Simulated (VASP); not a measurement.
# SnO in VASP: a series of runs, part 3 of 3

VASP 6.6.1. The steps go on from the part before.

**5. Single point, PBEsol**

This run uses another cell than the first one, of 20.70 Å³/atom.

Input file INCAR:

```
PREC     = Accurate       # precision mode
ENCUT    = 520            # plane-wave cutoff, eV
EDIFF    = 1E-6           # SCF threshold, eV
ISMEAR   = -1             # smearing method
SIGMA    = 0.02           # smearing width, eV
LREAL    = F              # projectors in reciprocal space
LASPH    = T              # aspherical terms in the spheres
NELM     = 80             # most SCF steps
ALGO     = Normal         # electronic algorithm
ISIF     = 2              # what is computed and relaxed
LWAVE    = F              # write WAVECAR
LCHARG   = F              # write CHGCAR
GGA      = PS             # functional
NBANDS   = 28             # bands
```

Input file KPOINTS:

```
Automatic mesh
0
Gamma
  10 6 8
```

Input file POSCAR:

```
SnO
1.0
    3.3882250317      0.0000000000      0.0000000000
    0.0000000000      5.7302869014      0.0000000000
    0.0000000000      0.0000000000      4.2637744019
Sn O
2 2
Direct
    0.5000000000      0.7680910000      0.0131440000
    0.0000000000      0.2319090000      0.5131440000
    0.5000000000      0.1087500000      0.2368570000
    0.0000000000      0.8912500000      0.7368570000
```

Potentials or basis: VASP PAW PBE potentials, release 64 (Sn_d, O).

Launch:

```bash
$ cat potpaw_PBE.64/Sn_d/POTCAR potpaw_PBE.64/O/POTCAR > POTCAR
$ mpirun -np 1 vasp_std > vasp.out
```

OUTCAR:

```text
PREC = Accurate
   ENCUT = 520
   EDIFF = 1E-6
   ISMEAR = -1
   LREAL = F
   LASPH = T
   NELM = 80
   ISIF = 2
   GGA = PS

 ion  position               nearest neighbor table
   1  0.500  0.768  0.013-   3 2.17   4 2.18   4 2.18
   2  0.000  0.232  0.513-   4 2.17   3 2.18   3 2.18
   3  0.500  0.109  0.237-   1 2.17   2 2.18   2 2.18
   4  0.000  0.891  0.737-   2 2.17   1 2.18   1 2.18

  LATTYP: Found a simple orthorhombic cell.
 ALAT       =     3.3882250317
 B/A-ratio  =     1.2584094510
[... 944 lines left out ...]
  Direction    XX          YY          ZZ          XY          YZ          ZX
  --------------------------------------------------------------------------------------
  -------------------------------------------------------------------------------------
  Total       -2.9474059     -2.4013583     -2.1304869      0.0000000      0.0000000      0.0000000
  in kB      -57.0437021    -46.4755685    -41.2331607      0.0000000      0.0000000      0.0000000
  external PRESSURE =     -48.2508104 kB  Pullay stress =       0.0000000 kB

 VOLUME and BASIS-vectors are now :
 -----------------------------------------------------------------------------
  energy-cutoff  :      520.00
  volume of cell :       82.78
      direct lattice vectors                 reciprocal lattice vectors
     3.388225032  0.000000000  0.000000000     0.295139783  0.000000000  0.000000000
     0.000000000  5.730286901  0.000000000     0.000000000  0.174511332  0.000000000
     0.000000000  0.000000000  4.263774402     0.000000000  0.000000000  0.234533985

 POSITION                                       TOTAL-FORCE (eV/Angst)
 -----------------------------------------------------------------------------------
      1.69411      4.40138      0.05604         0.000000      0.702814     -0.214242
      0.00000      1.32891      2.18793         0.000000     -0.702814     -0.214242
      1.69411      0.62317      1.00990         0.000000     -0.143926      0.214242
      0.00000      5.10712      3.14179         0.000000      0.143926      0.214242
 -----------------------------------------------------------------------------------
    total drift:                                0.000000      0.000000      0.002712

  FREE ENERGIE OF THE ION-ELECTRON SYSTEM (eV)
  ---------------------------------------------------
  free  energy   TOTEN  =       -23.7396915102 eV

  energy  without entropy=      -23.7396915102  energy(sigma->0) =      -23.73969151
```

stdout:

```text
POSCAR found type information on POSCAR SnO
 POSCAR found :  2 types and       4 ions
 scaLAPACK will be used
 -----------------------------------------------------------------------------
|                                                                             |
|                                                                             |
|     You enforced a specific xc type in the INCAR file but a different       |
|     I HOPE YOU KNOW WHAT YOU ARE DOING!                                     |
|                                                                             |
 -----------------------------------------------------------------------------

 LDA part: xc-table for (Slater+PW92), standard interpolation
 POSCAR, INCAR and KPOINTS ok, starting setup
 FFT: planning ... GRIDC
 FFT: planning ... GRID_SOFT
 FFT: planning ... GRID
 WAVECAR not read
 entering main loop
```

Run time: 3.4 min. Hardware: 1 thread of Intel Xeon 6975P-C (Granite Rapids), shared host; peak memory 0.35 GiB.

What came out:

```yaml
Free_energy: -23.7397 eV
Pressure: -4.8 GPa
Largest_force: 0.735 eV/Å
Band_gap_on_the_k_mesh: 1.32 eV (least direct gap 1.96 eV)
```

Forces on the atoms (eV/Å):
```
Sn   0.000  0.703 -0.214
Sn   0.000 -0.703 -0.214
O    0.000 -0.144  0.214
O    0.000  0.144  0.214
```

Levels at points of the mesh, in eV from the valence-band top:
```tsv
k point	band 16	band 17	band 18	band 19	band 20	band 21	band 22	band 23	band 24	band 25
(0.00, 0.00, 0.00)	-3.64	-3.29	-2.49	-1.89	0.00	2.60	3.05	5.76	5.78	7.82
(0.50, 0.00, 0.00)	-4.29	-2.40	-2.40	-1.22	-1.22	2.53	2.53	5.39	5.39	6.39
(0.00, 0.50, 0.00)	-3.86	-3.61	-2.51	-1.47	-1.27	3.28	3.82	4.74	4.87	6.73
(0.50, 0.50, 0.00)	-4.14	-2.48	-2.48	-0.88	-0.88	1.81	1.81	6.12	6.12	6.97
(0.00, 0.00, 0.50)	-3.26	-3.03	-3.03	-1.57	-1.57	2.58	2.58	5.09	5.09	7.75
(0.50, 0.00, 0.50)	-3.89	-3.02	-3.02	-1.04	-1.04	2.08	2.08	4.53	4.53	6.68
(0.00, 0.50, 0.50)	-3.03	-2.76	-2.76	-1.45	-1.45	1.86	1.86	5.83	5.83	7.64
(0.50, 0.50, 0.50)	-4.02	-3.28	-3.28	-0.42	-0.42	2.41	2.41	4.05	4.05	5.96
```

Caveat: the cell stands under tension; the PAW data sets were made with another functional, which shifts forces and pressure a little; spin-orbit coupling is left out, which moves the levels of the heavy elements. A k mesh can miss the band edges.

**6. Summary**

| cell | gap on the mesh (eV) | pressure (GPa) | largest force (eV/Å) |
| --- | --- | --- | --- |
| a = 3.355, b = 5.674, c = 4.222 Å, 4 atoms, atomic positions A | 1.25 | -3.6 | 0.89 |
| a = 3.321, b = 5.617, c = 4.179 Å, 4 atoms, atomic positions B | 1.25 | -0.6 | 0.10 |
| a = 3.355, b = 5.674, c = 4.222 Å, 4 atoms, atomic positions B | 1.29 | -2.9 | 0.35 |
| a = 3.388, b = 5.730, c = 4.264 Å, 4 atoms, atomic positions B | 1.32 | -4.8 | 0.73 |

Alike in all rows: task single point; level PBEsol; potentials or basis VASP PAW PBE potentials, release 64 (Sn_d, O); no spin polarisation; k mesh 10 × 6 × 8; cutoff (eV) 520; smearing fermi-dirac 0.02 eV.

Caveats: the PAW data sets were made with another functional, which shifts forces and pressure a little; spin-orbit coupling is left out, which moves the levels of the heavy elements; the cell stands under tension (at least some runs).

Absolute energies hang on the potentials; compare differences alone.
